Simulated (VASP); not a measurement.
Input of a VASP 6.6.1 run:

The input INCAR:

```
PREC     = Accurate       # precision mode
ENCUT    = 520            # plane-wave cutoff, eV
EDIFF    = 1E-7           # SCF threshold, eV
ISMEAR   = 0              # smearing method
SIGMA    = 0.2            # smearing width, eV
LREAL    = False          # projectors in reciprocal space
LASPH    = True           # aspherical terms in the spheres
NELM     = 150            # most SCF steps
ALGO     = Normal         # electronic algorithm
ISIF     = 2              # what is computed and relaxed
LWAVE    = False          # write WAVECAR
LCHARG   = False          # write CHGCAR
ISPIN    = 2              # spin polarisation
MAGMOM   = 0 0 0 0 0 0 0 0.42 # initial moments
LORBIT   = 11             # projections on sites
LMAXMIX  = 4              # l up to which the mixer works
GGA      = PE             # functional
NBANDS   = 38             # bands
```

KPOINTS

```
regular mesh
0
Gamma
  8 8 2
```

Contents of POSCAR:

```
Al4FeCo3
1.0
    2.8545199000      0.0000000000      0.0000000000
    0.0000000000      2.8545199000      0.0000000000
    0.0000000000      0.0000000000     11.4375104000
Al Co Fe
4 3 1
Direct
    0.0000000000      0.0000000000      0.8746330000
    0.0000000000      0.0000000000      0.1253670000
    0.0000000000      0.0000000000      0.3764120000
    0.0000000000      0.0000000000      0.6235880000
    0.5000000000      0.5000000000      0.0000000000
    0.5000000000      0.5000000000      0.2483620000
    0.5000000000      0.5000000000      0.7516380000
    0.5000000000      0.5000000000      0.5000000000
```

Potentials or basis: VASP PAW PBE potentials, release 64 (Al, Co, Fe).

The run is started by

```console
$ cat potpaw_PBE.64/Al/POTCAR potpaw_PBE.64/Co/POTCAR potpaw_PBE.64/Fe/POTCAR > POTCAR
$ mpirun -np 1 vasp_std > vasp.out
```

Question: Estimate the largest force.

Answer: 0.049 eV/Å.

Question: Predict the net moment.

Answer: 0.24 μB per cell.

Question: Predict the site moments.

Answer: Al +0.00, -0.01; Co +0.01, -0.04; Fe +0.34 μB.

Question: What does it give for the pressure?

Answer: 0.0 GPa.

Forces in eV/Å, atoms in the order of the input:
```
Al   0.000  0.000  0.017
Al   0.000  0.000 -0.017
Al   0.000  0.000  0.049
Al   0.000  0.000 -0.049
Co   0.000  0.000  0.000
Co   0.000  0.000 -0.008
Co   0.000  0.000  0.008
Fe   0.000  0.000  0.000
```
